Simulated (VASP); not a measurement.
**Sb: single point with PBE**

Sb:

```xyz
10
Lattice="3.0974 -0.0053 0.0004 -0.0104 6.2934 0.0033 0.0048 0.0130 16.8464" Properties=species:S:1:pos:R:3 pbc="T T T"
Sb    1.5439    4.7603    2.6640
Sb    1.5402    4.7585   11.0975
Sb    1.5576    1.5307    2.6772
Sb    1.5415    1.5355   11.0930
Sb    1.5408    4.7593    5.7503
Sb    1.5430    4.7742   14.1847
Sb    1.5472    1.5401    5.7581
Sb    1.5558    1.5381   14.1769
Sb    1.5350    3.1400   -0.0009
Sb    1.5516    3.1624    8.4262
```

```
Program                : VASP 6.6.1
Task                   : single point
Functional             : PBE
Potentials or basis    : VASP PAW PBE potentials, release 64 (Sb)
Cutoff                 : 520 eV
k mesh                 : 8 × 4 × 2
Occupations            : gaussian, width 0.2 eV
Spin                   : no spin polarisation
Dipole correction      : no
Further INCAR settings : ALGO = Normal; EDIFF = 1e-06; NBANDS = 36
```

```yaml
Pressure: 0.0 GPa
Largest_force: 0.022 eV/Å
Band_gap_on_the_k_mesh: zero (band 25 reaches 8.93 eV, above the bottom of band 26 at 4.37 eV)
```

Forces in eV/Å, atoms in the order of the input:
```
Sb  -0.001  0.009  0.007
Sb  -0.001  0.019  0.010
Sb  -0.005 -0.007 -0.002
Sb   0.006 -0.008  0.004
Sb   0.000  0.017 -0.005
Sb  -0.001  0.002 -0.003
Sb   0.003 -0.017 -0.007
Sb  -0.004 -0.008 -0.008
Sb   0.006  0.002  0.006
Sb  -0.004 -0.008 -0.001
```

Stress tensor (GPa, compression positive):
```
-0.02  0.01  0.00
 0.01  0.01  0.00
 0.00  0.00 -0.08
```

Levels at points of the mesh, in eV from the Fermi level:
| k point | band 22 | band 23 | band 24 | band 25 | band 26 | band 27 |
| --- | --- | --- | --- | --- | --- | --- |
| (0.00, 0.00, 0.00) | 0.41 | 0.79 | 1.41 | 2.52 | 2.89 | 3.32 |
| (0.50, 0.00, 0.00) | -2.45 | -2.27 | -2.21 | -1.83 | -1.64 | -1.02 |
| (0.00, 0.50, 0.00) | -0.65 | -0.46 | -0.14 | 0.12 | 0.37 | 1.75 |
| (0.50, 0.50, 0.00) | -2.26 | -1.34 | -0.82 | -0.35 | -0.02 | 0.04 |
| (0.00, 0.00, 0.50) | -0.71 | 1.87 | 1.88 | 2.86 | 2.86 | 3.13 |
| (0.50, 0.00, 0.50) | -2.58 | -2.24 | -2.24 | -1.52 | -1.50 | -1.21 |
| (0.00, 0.50, 0.50) | -0.62 | -0.54 | -0.53 | 0.02 | 0.04 | 1.79 |
| (0.50, 0.50, 0.50) | -2.04 | -1.84 | -1.83 | -0.08 | -0.06 | 0.51 |

It took 3.4 min on 1 thread of Intel(R) Xeon(R) 6975P-C (Granite Rapids), on a shared host, peak memory 0.54 GiB.

Caveat: spin-orbit coupling is left out, which moves the levels of the heavy elements.
